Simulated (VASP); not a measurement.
Write the native input for VASP 6.6.1 that does the following.

* Task: single point
* Functional: PBE
* Potentials or basis: VASP PAW PBE potentials, release 64 (Be)
* Cutoff: 520 eV
* k mesh: 21 × 21 × 12
* Occupations: gaussian, width 0.1 eV
* Spin: no spin polarisation
* Dipole correction: no
* Further INCAR settings: ALGO = Fast; EDIFF = 1e-06; NBANDS = 9

The structure of Be lies in POSCAR:

```
Be
1.0
    2.2142505918      0.0000000000      0.0000000000
   -1.1071252959      1.9175972629      0.0000000000
    0.0000000000      0.0000000000      3.4993611053
Be
2
Direct
    0.3333333333      0.6666666667      0.2500000000
    0.6666666667      0.3333333333      0.7500000000
```

One way to write it, as run:

INCAR

```
SYSTEM = Be
  ALGO = Fast
  EDIFF = 1E-6
  ENCUT = 520
  GGA = PE
  ISIF = 2
  ISMEAR = 0
  LASPH = .True.
  LCHARG = .True.
  LELF = .True.
  LREAL = .False.
  LVHAR = .True.
  LWAVE = .False.
  NBANDS = 9
  NELM = 100
  PREC = Accurate
  SIGMA = 0.1
```

KPOINTS

```
k-points
0
Gamma
  21 21 12
  0 0 0
```

Potentials or basis: VASP PAW PBE potentials, release 64 (Be).

Command:

```bash
$ cat potpaw_PBE.64/Be/POTCAR > POTCAR
$ mpirun -np 1 vasp_std > vasp.out
```

Results of the run:

```json
{"Pressure": "8.7 GPa", "Band gap on the k mesh": "zero (bands 2 and 3 overlap by 2.15 eV)"}
```

Caveat: the cell stands under pressure.

Wall time 20 s on 1 thread of Intel(R) Xeon(R) Platinum 8488C (Sapphire Rapids), on a shared host, peak memory 0.14 GiB.
